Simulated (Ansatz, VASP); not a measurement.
## Two plane-wave programs on BeS

```
Be S
1.0
     1.73366   -4.93494    0.00000
     1.73366    4.93494    0.00000
     0.00000    0.00000    3.58055
Be S
2 2
Direct
  0.63176 0.36824 0.75000
  0.36824 0.63176 0.25000
  0.86129 0.13871 0.75000
  0.13871 0.86129 0.25000
```

Change from the starting cell: species swapped into the PbSe type (Cmcm, No. 63).

Alike in both runs: task single point; functional PBE; k mesh 6 × 6 × 6; occupations gaussian, width 0.1 eV; no spin polarisation.

|  | VASP | Ansatz |
| --- | --- | --- |
| version | VASP 6.6.1 | Ansatz 0.2.0 |
| potentials or method | VASP PAW PBE potentials, release 64 (Be, S), cutoff 520 eV | scalar-relativistic, plane waves, PAW |
| valence electrons in the cell | 16 | 16 |

```csv
,VASP,Ansatz,Ansatz less VASP
gap on the k mesh at the Fermi level (eV),0.83,0.83,-0.004
least direct gap on the mesh (eV),1.93,1.93,-0.002
pressure (GPa),-11.9,-11.9,+0.02
"traceless stress, the component that is largest in VASP (GPa)",7.32,7.29,-0.026
rms of the force components (eV/Å),0.620,0.620,+0.0003
```

Atom by atom the forces differ by 0.002 eV/Å (rms over components).
